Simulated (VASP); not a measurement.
Input of a VASP 6.6.1 run:

Contents of INCAR:

```
SYSTEM = BeS
ALGO = Normal
EDIFF = 1E-6
ENCUT = 520
GGA = PS
ISIF = 2
ISMEAR = -1
LASPH = .True.
LCHARG = .False.
LREAL = .False.
LWAVE = .False.
NBANDS = 11
NELM = 80
PREC = Accurate
SIGMA = 0.05
```

The input KPOINTS:

```
k-points
0
Gamma
  9 9 9
  0 0 0
```

Contents of POSCAR:

```
BeS
1.0
    0.0000000000      2.2558847261      2.2558847261
    2.2558847261      0.0000000000      2.2558847261
    2.2558847261      2.2558847261      0.0000000000
S Be
1 1
Direct
    0.7500000000      0.7500000000      0.7500000000
    0.0000000000      0.0000000000      0.0000000000
```

Potentials or basis: VASP PAW PBE potentials, release 64 (S, Be).

Run with:

```bash
$ cat potpaw_PBE.64/S/POTCAR potpaw_PBE.64/Be/POTCAR > POTCAR
$ mpirun -np 1 vasp_std > vasp.out
```

Question: What does it give for the band gap on the k mesh?

Answer: 2.45 eV, indirect (least direct gap 5.40 eV).

Question: Estimate the pressure.

Answer: 30.3 GPa.

Caveat: the PAW data sets were made with another functional, which shifts forces and pressure a little. A k mesh can miss the band edges.
